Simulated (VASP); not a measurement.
A run of VASP 6.6.1:

Contents of INCAR:

```
PREC     = Accurate       # precision mode
ENCUT    = 600            # plane-wave cutoff, eV
EDIFF    = 1E-6           # SCF threshold, eV
ISMEAR   = 0              # smearing method
SIGMA    = 0.1            # smearing width, eV
LREAL    = F              # projectors in reciprocal space
LASPH    = T              # aspherical terms in the spheres
NELM     = 80             # most SCF steps
ALGO     = Fast           # electronic algorithm
ISIF     = 3              # what is computed and relaxed
LWAVE    = F              # write WAVECAR
LCHARG   = F              # write CHGCAR
GGA      = PE             # functional
IBRION   = 2              # ionic algorithm
NSW      = 90             # ionic steps
EDIFFG   = -0.04          # ionic threshold
```

KPOINTS

```
regular mesh
0
Gamma
  9 9 9
```

POSCAR

```
Pd
1.0
    2.2351397123      1.2904585146      0.8887105260
   -2.2351397123      1.2904585146      0.8887105260
    0.0000000000     -2.5809170292      0.8887105260
Pd
1
Direct
    0.5000000000      0.5000000000      0.5000000000
```

Potentials or basis: VASP PAW PBE potentials, release 64 (Pd).

Launch:

```bash
$ cat potpaw_PBE.64/Pd/POTCAR > POTCAR
$ mpirun -np 1 vasp_std > vasp.out
```

Hardware: 1 thread of Intel Xeon 8259CL, on a shared host.

Q: Estimate the wall time of this run.

A: Run time: 68 s on 1 thread of Intel Xeon 8259CL (shared host), peak memory 0.15 GiB. Counts: scf iterations 34, k points 85, ion steps 5.
